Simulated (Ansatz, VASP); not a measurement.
# Na3TlTe2 in VASP and in Ansatz

The input INCAR:

```
SYSTEM = Na3TlTe2
PREC = Accurate
ENCUT = 520
EDIFF = 1E-7
ISMEAR = 0
SIGMA = 0.1
LREAL = .FALSE.
LASPH = .TRUE.
NELM = 60
ALGO = Normal
ISIF = 2
LWAVE = .FALSE.
LCHARG = .FALSE.
GGA = PE
NBANDS = 32
```

Contents of KPOINTS:

```
Automatic mesh
0
G
  3 3 3
  0 0 0
```

File POSCAR:

```
Na3TlTe2
1.0
    3.3241564500      1.9192026200      4.7125126100
   -3.3241564500      1.9192026200      4.7125126100
    0.0000000000     -3.8384052500      4.7125126100
Na Tl Te
3 1 2
Direct
    0.2955521600      0.8714993900      0.2955521600
    0.2955521600      0.2955521600      0.8714993900
    0.8714993900      0.2955521600      0.2955521600
    0.7194301300      0.7194301300      0.7194301300
    0.8810424900      0.8810424900      0.8810424900
    0.5323108200      0.5323108200      0.5323108200
```

Input for Ansatz:

```yaml
crystal:
  lattice:
    - [3.32415645, 1.91920262, 4.71251261]
    - [-3.32415645, 1.91920262, 4.71251261]
    - [0.0, -3.83840525, 4.71251261]
  atoms:
    - { symbol: Na, position: [0.29555216, 0.87149939, 0.29555216] }
    - { symbol: Na, position: [0.29555216, 0.29555216, 0.87149939] }
    - { symbol: Na, position: [0.87149939, 0.29555216, 0.29555216] }
    - { symbol: Tl, position: [0.71943013, 0.71943013, 0.71943013] }
    - { symbol: Te, position: [0.88104249, 0.88104249, 0.88104249] }
    - { symbol: Te, position: [0.53231082, 0.53231082, 0.53231082] }
basis:
  ecutwfc: 420
kpoints:
  mp_grid: { grid: [3, 3, 3] }
hamiltonian:
  xc: pbe
scf:
  occupations: { method: gaussian, width: 0.1 }
  lower_state_search: "off"
output:
  forces: true
  stress: true
  eigenvalues: true
```

Alike in both runs: task single point; functional PBE; k mesh 3 × 3 × 3; occupations gaussian, width 0.1 eV; no spin polarisation.

```csv
,VASP,Ansatz
version,VASP 6.6.1,Ansatz 0.2.0
potentials or method,"VASP PAW PBE potentials, release 64 (Na_pv, Tl_d, Te), cutoff 520 eV","scalar-relativistic, plane waves, PAW"
valence electrons in the cell,46,72
```

VASP gave:

```
gap on the k mesh at the Fermi level (eV)                     : 0.34
least direct gap on the mesh (eV)                             : 0.44
pressure (GPa)                                                : 20.2
traceless stress, the component that is largest in VASP (GPa) : 4.21
rms of the force components (eV/Å)                            : 3.208
```

Q: Estimate Ansatz's values.

A: gap on the k mesh at the Fermi level (eV): 0.34; least direct gap on the mesh (eV): 0.44; pressure (GPa): 20.2; traceless stress, the component that is largest in VASP (GPa): 4.36; rms of the force components (eV/Å): 3.207.

Atom by atom the forces differ by 0.015 eV/Å (rms over components). With one functional, cell and mesh, what is left measures potentials, basis and numerics. VASP's potentials hold 46 valence electrons a cell and Ansatz's 72, so a difference there can come from the potentials and not from the codes.

Spin-orbit coupling is off throughout.
